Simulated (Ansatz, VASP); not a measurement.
# SrMg3O4 in VASP and in Ansatz

```
Sr Mg O
1.0
     3.25863    0.00000    0.00000
     0.00000    3.25863    0.00000
     0.00000    0.00000    8.87523
Sr Mg O
1 3 4
Direct
  0.00000 0.00000 0.00000
  0.50000 0.50000 0.72820
  0.00000 0.00000 0.50000
  0.50000 0.50000 0.27180
  0.00000 0.00000 0.27457
  0.50000 0.50000 0.00000
  0.00000 0.00000 0.72543
  0.50000 0.50000 0.50000
```

Alike in both runs: functional PBEsol; k mesh 8 × 8 × 4; occupations gaussian, width 0.02 eV; no spin polarisation.

Ansatz relaxed the structure, and its values are those at the end. VASP's run is a single point on that final structure, the one shown.

|  | VASP | Ansatz |
| --- | --- | --- |
| version | VASP 6.6.1 | Ansatz 0.2.0 |
| potentials or method | VASP PAW PBE potentials, release 64 (Sr_sv, Mg_sv, O), cutoff 750 eV | scalar-relativistic, plane waves, PAW |
| valence electrons in the cell | 64 | 64 |

Ansatz gave:

- gap on the k mesh at the Fermi level (eV): 2.18
- least direct gap on the mesh (eV): 2.49
- rms of the force components (eV/Å): 0.000

**Question.** What did VASP give for the same quantities?

**Answer.** gap on the k mesh at the Fermi level (eV): 2.17; least direct gap on the mesh (eV): 2.45; rms of the force components (eV/Å): 0.008.

VASP's potentials were made for PBE, not for PBEsol.
